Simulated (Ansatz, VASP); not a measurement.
## One calculation of Si2P3, two programs

The input INCAR:

```
PREC = Accurate
ENCUT = 520
EDIFF = 1E-7
ISMEAR = 0
SIGMA = 0.1
LREAL = F
LASPH = T
NELM = 60
ALGO = Normal
ISIF = 2
LWAVE = F
LCHARG = F
GGA = PE
NBANDS = 20
```

KPOINTS

```
regular mesh
0
Gamma
  6 6 6
```

POSCAR

```
Si2P3
1.0
   -2.2843957700      2.2843957700      4.4211023700
    2.2843957700     -2.2843957700      4.4211023700
    2.2843957700      2.2843957700     -4.4211023700
Si P
2 3
Direct
    0.2136204200      0.2136204200      0.0000000000
    0.7863795800      0.7863795800      0.0000000000
    0.7500000000      0.2500000000      0.5000000000
    0.2500000000      0.7500000000      0.5000000000
    0.0000000000      0.0000000000      0.0000000000
```

Input for Ansatz:

```yaml
crystal:
  lattice:
    - [-2.28439577, 2.28439577, 4.42110237]
    - [2.28439577, -2.28439577, 4.42110237]
    - [2.28439577, 2.28439577, -4.42110237]
  atoms:
    - { symbol: Si, position: [0.21362042, 0.21362042, 0.0] }
    - { symbol: Si, position: [0.78637958, 0.78637958, 0.0] }
    - { symbol: P, position: [0.75, 0.25, 0.5] }
    - { symbol: P, position: [0.25, 0.75, 0.5] }
    - { symbol: P, position: [0.0, 0.0, 0.0] }
basis:
  ecutwfc: 420
kpoints:
  mp_grid: { grid: [6, 6, 6] }
hamiltonian:
  xc: pbe
scf:
  occupations: { method: gaussian, width: 0.1 }
  lower_state_search: "off"
output:
  forces: true
  stress: true
  eigenvalues: true
```

Alike in both runs: task single point; functional PBE; k mesh 6 × 6 × 6; occupations gaussian, width 0.1 eV; no spin polarisation.

|  | VASP | Ansatz |
| --- | --- | --- |
| version | VASP 6.6.1 | Ansatz 0.2.0 |
| potentials or method | VASP PAW PBE potentials, release 64 (Si, P), cutoff 520 eV | scalar-relativistic, plane waves, PAW |
| valence electrons in the cell | 23 | 23 |

```tsv
	VASP	Ansatz	Ansatz less VASP
gap on the k mesh at the Fermi level (eV)	none	none	-
pressure (GPa)	21.4	21.8	+0.33
traceless stress, the component that is largest in VASP (GPa)	27.26	27.59	+0.327
rms of the force components (eV/Å)	2.237	2.271	+0.0346
```

Atom by atom the forces differ by 0.035 eV/Å (rms over components). A gap of «none» marks a metal or a gap that the smearing closes. With one functional, cell and mesh, what is left measures potentials, basis and numerics.
